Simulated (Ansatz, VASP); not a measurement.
**One calculation of Te4O, two programs**

INCAR

```
SYSTEM = Te4O
ALGO = Normal ; EDIFF = 1E-7
ENCUT = 520 ; GGA = PE
ISIF = 2 ; ISMEAR = 0
LASPH = .TRUE. ; LCHARG = .FALSE.
LREAL = .FALSE. ; LWAVE = .FALSE.
NBANDS = 23 ; NELM = 100
PREC = Accurate ; SIGMA = 0.1
```

The input KPOINTS:

```
k-points
0
G
  4 4 4
  0 0 0
```

POSCAR

```
Te4O
1.0
    5.4381208000      0.0000000000      0.0000000000
    0.0000000000      5.4381208000      0.0000000000
    0.0000000000      0.0000000000      5.4381208000
Te O
4 1
Direct
    0.2500000000      0.2500000000      0.2500000000
    0.7500000000      0.7500000000      0.2500000000
    0.2500000000      0.7500000000      0.7500000000
    0.7500000000      0.2500000000      0.7500000000
    0.0000000000      0.0000000000      0.0000000000
```

Input for Ansatz:

```yaml
crystal:
  lattice:
    - [5.4381208, 0.0, 0.0]
    - [0.0, 5.4381208, 0.0]
    - [0.0, 0.0, 5.4381208]
  atoms:
    - { symbol: Te, position: [0.25, 0.25, 0.25] }
    - { symbol: Te, position: [0.75, 0.75, 0.25] }
    - { symbol: Te, position: [0.25, 0.75, 0.75] }
    - { symbol: Te, position: [0.75, 0.25, 0.75] }
    - { symbol: O, position: [0.0, 0.0, 0.0] }
basis:
  ecutwfc: 420
kpoints:
  mp_grid: { grid: [4, 4, 4] }
hamiltonian:
  xc: pbe
scf:
  occupations: { method: gaussian, width: 0.1 }
  lower_state_search: "off"
output:
  forces: true
  stress: true
  eigenvalues: true
```

Change from the starting cell: species swapped into the SnI4 type (P-43m, No. 215).

Alike in both runs: task single point; functional PBE; k mesh 4 × 4 × 4; occupations gaussian, width 0.1 eV; no spin polarisation.

|  | VASP | Ansatz |
| --- | --- | --- |
| version | VASP 6.6.1 | Ansatz 0.2.0 |
| potentials or method | VASP PAW PBE potentials, release 64 (Te, O), cutoff 520 eV | scalar-relativistic, plane waves, PAW |
| valence electrons in the cell | 30 | 70 |

```csv
,VASP,Ansatz,Ansatz less VASP
gap on the k mesh at the Fermi level (eV),none,none,-
pressure (GPa),-6.4,-6.3,+0.11
```

A gap of «none» marks a metal or a gap that the smearing closes. VASP's potentials hold 30 valence electrons a cell and Ansatz's 70, so a difference there can come from the potentials and not from the codes.

Spin-orbit coupling is off throughout.
